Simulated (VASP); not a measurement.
# WS2 (P6_3/mmc) in VASP: single point with LDA

Aim: the single point of WS2 with LDA.

All numbers are computed with VASP 6.6.1; they aren't measurements. Logs are shortened: lines on timing, memory, paths and dates and some standing lists are left out, and cuts for length are marked.

## 1. The cell of the first run

It takes space group P6_3/mmc (No. 194, hexagonal). Conventional cell: a = 3.127 Å, b = 3.127 Å, c = 12.150 Å, α = 90.00°, β = 90.00°, γ = 120.00°. W (site symmetry -6m2) has 6 S at 2.39 Å and 6 W at 3.13 Å within 3.2 Å. S (site symmetry 3m) has 3 W at 2.39 Å and 7 S at 3.12 to 3.13 Å within 3.2 Å.

## 2. Single point, LDA

INCAR reads:

```
PREC = Accurate
ENCUT = 520
EDIFF = 1E-7
ISMEAR = 0
SIGMA = 0.02
LREAL = F
LASPH = T
NELM = 60
ALGO = Normal
ISIF = 2
LWAVE = F
LCHARG = F
GGA = CA
NBANDS = 35
```

KPOINTS reads:

```
Automatic mesh
0
Gamma
  12 12 4
```

POSCAR reads:

```
WS2
1.0
    3.1268900275      0.0000000000      0.0000000000
   -1.5634450137      2.7079661986      0.0000000000
    0.0000000000      0.0000000000     12.1497686141
W S
2 4
Direct
    0.3333333333      0.6666666667      0.2500000000
    0.6666666667      0.3333333333      0.7500000000
    0.3333333333      0.6666666667      0.6214312100
    0.6666666667      0.3333333333      0.1214312100
    0.3333333333      0.6666666667      0.8785687900
    0.6666666667      0.3333333333      0.3785687900
```

Potentials or basis: VASP PAW LDA potentials, release 64 (W_sv, S).

The run is started by

```bash
cat potpaw_LDA.64/W_sv/POTCAR potpaw_LDA.64/S/POTCAR > POTCAR
mpirun -np 1 vasp_std > vasp.out
```

OUTCAR:

```text
PREC = Accurate
   ENCUT = 520
   EDIFF = 1E-7
   ISMEAR = 0
   LREAL = F
   LASPH = T
   NELM = 60
   ISIF = 2
   GGA = CA

 ion  position               nearest neighbor table
   1  0.333  0.667  0.250-   4 2.39   6 2.39   4 2.39   6 2.39   4 2.39   6 2.39
   2  0.667  0.333  0.750-   3 2.39   5 2.39   3 2.39   5 2.39   3 2.39   5 2.39
   3  0.333  0.667  0.621-   2 2.39   2 2.39   2 2.39
   4  0.667  0.333  0.121-   1 2.39   1 2.39   1 2.39
   5  0.333  0.667  0.879-   2 2.39   2 2.39   2 2.39
   6  0.667  0.333  0.379-   1 2.39   1 2.39   1 2.39

  LATTYP: Found a hexagonal cell.
 ALAT       =     3.1268900275
 C/A-ratio  =     3.8855759260

  Lattice vectors:

 A1 = (   3.1268900275,   0.0000000000,   0.0000000000)
 A2 = (  -1.5634450137,   2.7079661986,   0.0000000000)
 A3 = (   0.0000000000,   0.0000000000,  12.1497686141)

Analysis of symmetry for initial positions (statically):
=====================================================================
 Subroutine PRICEL returns:
 Original cell was already a primitive cell.

 Routine SETGRP: Setting up the symmetry group for a
 hexagonal supercell.

 Subroutine GETGRP returns: Found 24 space group operations
 (whereof 12 operations were pure point group operations)
 out of a pool of 24 trial point group operations.

The static configuration has the point symmetry D_3d.
 The point group associated with its full space group is D_6h.

Analysis of symmetry for dynamics (positions and initial velocities):
=====================================================================
 Subroutine PRICEL returns:
 Original cell was already a primitive cell.

 Routine SETGRP: Setting up the symmetry group for a
 hexagonal supercell.

 Subroutine GETGRP returns: Found 24 space group operations
 (whereof 12 operations were pure point group operations)
 out of a pool of 24 trial point group operations.

The dynamic configuration has the point symmetry D_3d.
 The point group associated with its full space group is D_6h.

 Subroutine INISYM returns: Found 24 space group operations
 (whereof 12 operations are pure point group operations),
 and found     1 'primitive' translations

----------------------------------------------------------------------------------------

                                     Primitive cell

  volume of cell :     102.8783

  direct lattice vectors                    reciprocal lattice vectors
     3.126890028  0.000000000  0.000000000     0.319806578  0.184640414  0.000000000
    -1.563445014  2.707966199  0.000000000     0.000000000  0.369280828  0.000000000
     0.000000000  0.000000000 12.149768614     0.000000000  0.000000000  0.082306094

  length of vectors
     3.126890028  3.126890027 12.149768614     0.369280828  0.369280828  0.082306094

  position of ions in fractional coordinates (direct lattice)
     0.333333333  0.666666667  0.250000000
     0.666666667  0.333333333  0.750000000
     0.333333333  0.666666667  0.621431210
     0.666666667  0.333333333  0.121431210
     0.333333333  0.666666667  0.878568790
     0.666666667  0.333333333  0.378568790

  ion indices of the primitive-cell ions
   primitive index   ion index
                 1           1
                 2           2
                 3           3
                 4           4
                 5           5
                 6           6

----------------------------------------------------------------------------------------

 KPOINTS: Automatic mesh

Automatic generation of k-mesh.
 Grid dimensions read from file:
 generate k-points for:   12   12    4

 Generating k-lattice:

  Cartesian coordinates                     Fractional coordinates (reciprocal lattice)
     0.026650548  0.015386701  0.000000000     0.083333333 -0.000000000  0.000000000
     0.000000000  0.030773402  0.000000000     0.000000000  0.083333333  0.000000000
     0.000000000  0.000000000  0.020576524     0.000000000  0.000000000  0.250000000

  Length of vectors
     0.030773402  0.030773402  0.020576524

  Shift w.r.t. Gamma in fractional coordinates (k-lattice)
     0.000000000  0.000000000  0.000000000

 Subroutine IBZKPT returns following result:
 ===========================================

 Found     57 irreducible k-points:

 Following reciprocal coordinates:
            Coordinates               Weight
  0.000000  0.000000  0.000000      1.000000
  0.083333  0.000000  0.000000      6.000000
  0.166667  0.000000  0.000000      6.000000
  0.250000  0.000000  0.000000      6.000000
  0.333333  0.000000  0.000000      6.000000
  0.416667  0.000000  0.000000      6.000000
[... 16 lines left out ...]
  0.250000  0.000000  0.250000     12.000000
  0.333333  0.000000  0.250000     12.000000
 [... further k-points ...]
   k-points           NKPTS =     57   k-points in BZ     NKDIM =     57   number of bands    NBANDS=     35
   number of dos      NEDOS =    301   number of ions     NIONS =      6
   total plane-waves  NPLWV =  51840
   dimension x,y,z NGX =    24 NGY =   24 NGZ =   90
   dimension x,y,z NGXF=    48 NGYF=   48 NGZF=  180
   ions per type =               2   4
   NGX,Y,Z   is equivalent  to a cutoff of  12.76, 12.76, 12.31 a.u.
   NGXF,Y,Z  is equivalent  to a cutoff of  25.52, 25.52, 24.63 a.u.
 SYSTEM =  unknown system
   PREC   = accura    normal or accurate (medium, high low for compatibility)
   ISTART =      0    job   : 0-new  1-cont  2-samecut
   ICHARG =      2    charge: 1-file 2-atom 10-const
   ISPIN  =      1    spin polarized calculation?
   LNONCOLLINEAR =      F non collinear calculations
   LSORBIT =      F    spin-orbit coupling
   LASPH  =      T    aspherical Exc in radial PAW
   ENCUT  =  520.0 eV  38.22 Ry    6.18 a.u.   5.81  5.81 22.59*2*pi/ulx,y,z
   NELM   =     60;   NELMIN=  2; NELMDL= -5     # of ELM steps
   EDIFF  = 0.1E-06   stopping-criterion for ELM
   LREAL  =      F    real-space projection
   EDIFFG = 0.1E-05   stopping-criterion for IOM
   NSW    =      0    number of steps for IOM
   IBRION =     -1    ionic relax: 0-MD 1-quasi-New 2-CG
   NFREE  =      0    steps in history (QN), initial steepest desc. (CG)
   ISIF   =      2    stress and relaxation
   ISYM   =      2    0-nonsym 1-usesym 2-fastsym
   POTIM  = 0.5000    time-step for ionic-motion
   TEBEG  =    0.0;   TEEND  =   0.0 temperature during run
   PSTRESS=    0.0 pullay stress
   NELECT =      52.0000    total number of electrons
   NUPDOWN=      -1.0000    fix difference up-down
   EMIN   =  10.00;   EMAX   =-10.00  energy-range for DOS
   EFERMI =   0.00;   METHOD = LEGACY
   ISMEAR =     0;   SIGMA  =   0.02  broadening in eV -4-tet -1-fermi 0-gaus
   EFERMI_NEDOS =   21; number of points for ismear=-14 and -15
   IALGO  =     38    algorithm
   IMIX   =      4    mixing-type and parameters
     AMIX     =   0.40;   BMIX     =  1.00
     AMIX_MAG =   1.60;   BMIX_MAG =  1.00
  volume/ion in A,a.u.               =      17.15       115.71
  Fermi-wavevector in a.u.,A,eV,Ry     =   1.304071  2.464337 23.138093  1.700602
  Thomas-Fermi vector in A             =   2.435031
   LORBIT       =      0    0 simple, 1 ext, 2 COOP (PROOUT), +10 PAW based schemes
   GGA     = CA    functional components
   LHFCALC =     F    Hartree Fock is set to
   AEXX    =    0.0000 exact exchange contribution
   IVDW    =     0    specifies the selected vdW correction
   LEPSILON=     F    determine dielectric tensor
   LRPA    =     F    only Hartree local field effects (RPA)
 non-spin polarized calculation
 Gauss-broadening in eV      SIGMA  =   0.02
  energy-cutoff  :      520.00
  volume of cell :      102.88
 maximum number of plane-waves:      2792
 NGX is ok and might be reduce to    24
   NGX = 11   NGY = 11   NGZ = 45

 number of electron      51.9999994 magnetization

 Free energy of the ion-electron system (eV)
  ---------------------------------------------------
  ext. energy  EPLUGINS =         0.00000000
  ---------------------------------------------------
  free energy    TOTEN  =       -52.52602262 eV

  energy without entropy =      -52.52602262  energy(sigma->0) =      -52.52602262

 E-fermi :   8.1069     XC(G=0): -11.4248

 val. band max:        7.7889803973   @ k =   0.0000   0.0000   0.0000
 cond. band min:       8.6370637183   @ k =   0.1667   0.1667   0.0000
 fundamental gap:      0.8480833210
 Fermi energy:         8.1069430510

 k-point     1 :       0.0000    0.0000    0.0000
  band No.  band energies     occupation
      1     -66.3653      2.00000
      2     -66.3653      2.00000
      3     -30.9275      2.00000
      4     -30.9275      2.00000
      5     -30.7071      2.00000
      6     -30.7071      2.00000
[... 27 lines left out ...]
     34      10.4031      0.00000
     35      12.6247      0.00000

 k-point     2 :       0.0833    0.0000    0.0000
  band No.  band energies     occupation
      1     -66.3638      2.00000
      2     -66.3638      2.00000
      3     -30.9224      2.00000
      4     -30.9223      2.00000
      5     -30.7356      2.00000
      6     -30.7356      2.00000
[... 27 lines left out ...]
     34      10.3662      0.00000
     35      13.1884      0.00000

 k-point     3 :       0.1667    0.0000    0.0000
  band No.  band energies     occupation
      1     -66.3597      2.00000
      2     -66.3597      2.00000
      3     -30.9082      2.00000
      4     -30.9081      2.00000
      5     -30.8127      2.00000
      6     -30.8127      2.00000
[... 27 lines left out ...]
     34      10.9303      0.00000
     35      14.2971      0.00000
[... 723 lines left out ...]
 k-point    23 :       0.2500    0.0000    0.2500
  band No.  band energies     occupation
      1     -66.3540      2.00000
      2     -66.3540      2.00000
      3     -30.9165      2.00000
      4     -30.9165      2.00000
      5     -30.8888      2.00000
      6     -30.8887      2.00000
[... 27 lines left out ...]
     34      11.4844      0.00000
     35      14.4865      0.00000

 k-point    24 :       0.3333    0.0000    0.2500
  band No.  band energies     occupation
      1     -66.3484      2.00000
      2     -66.3484      2.00000
      3     -31.0185      2.00000
      4     -31.0185      2.00000
      5     -30.8693      2.00000
      6     -30.8692      2.00000
[... 27 lines left out ...]
     34      11.8992      0.00000
     35      13.5452      0.00000

 [... further k-points ...]
[... 5 lines left out ...]
  --------------------------------------------------------------------------------------
  -------------------------------------------------------------------------------------
  Total        0.2557445      0.2557445      0.2697591      0.0000000     -0.0000000      0.0000000
  in kB        3.9828411      3.9828411      4.2010979      0.0000000     -0.0000000      0.0000000
  external PRESSURE =       4.0555934 kB  Pullay stress =       0.0000000 kB

 VOLUME and BASIS-vectors are now :
 -----------------------------------------------------------------------------
  energy-cutoff  :      520.00
  volume of cell :      102.88
      direct lattice vectors                 reciprocal lattice vectors
     3.126890028  0.000000000  0.000000000     0.319806578  0.184640414  0.000000000
    -1.563445014  2.707966199  0.000000000     0.000000000  0.369280828  0.000000000
     0.000000000  0.000000000 12.149768614     0.000000000  0.000000000  0.082306094

 POSITION                                       TOTAL-FORCE (eV/Angst)
 -----------------------------------------------------------------------------------
     -0.00000      1.80531      3.03744         0.000000     -0.000000     -0.000000
      1.56345      0.90266      9.11233        -0.000000      0.000000     -0.000000
     -0.00000      1.80531      7.55025        -0.000000      0.000000     -0.045073
      1.56345      0.90266      1.47536         0.000000     -0.000000     -0.045073
     -0.00000      1.80531     10.67441        -0.000000      0.000000      0.045073
      1.56345      0.90266      4.59952         0.000000     -0.000000      0.045073
 -----------------------------------------------------------------------------------
    total drift:                               -0.000000      0.000000     -0.000000

  FREE ENERGIE OF THE ION-ELECTRON SYSTEM (eV)
  ---------------------------------------------------
  free  energy   TOTEN  =       -52.5260226205 eV

  energy  without entropy=      -52.5260226205  energy(sigma->0) =      -52.52602262
```

Wall time 2.4 min (1 thread of AMD EPYC 9R14 (Zen 4), shared host); peak memory 0.26 GiB.

What came out:

| Quantity | Value |
| --- | --- |
| Free energy | -52.5260 eV |
| Pressure | 0.4 GPa |
| Largest force | 0.045 eV/Å |
| Band gap on the k mesh | 0.85 eV (least direct gap 1.89 eV) |

Forces in eV/Å, atoms in the order of the input:
```
W    0.000  0.000  0.000
W    0.000  0.000  0.000
S    0.000  0.000 -0.045
S    0.000  0.000 -0.045
S    0.000  0.000  0.045
S    0.000  0.000  0.045
```

Caveat: spin-orbit coupling is left out, which moves the levels of the heavy elements. A k mesh can miss the band edges.
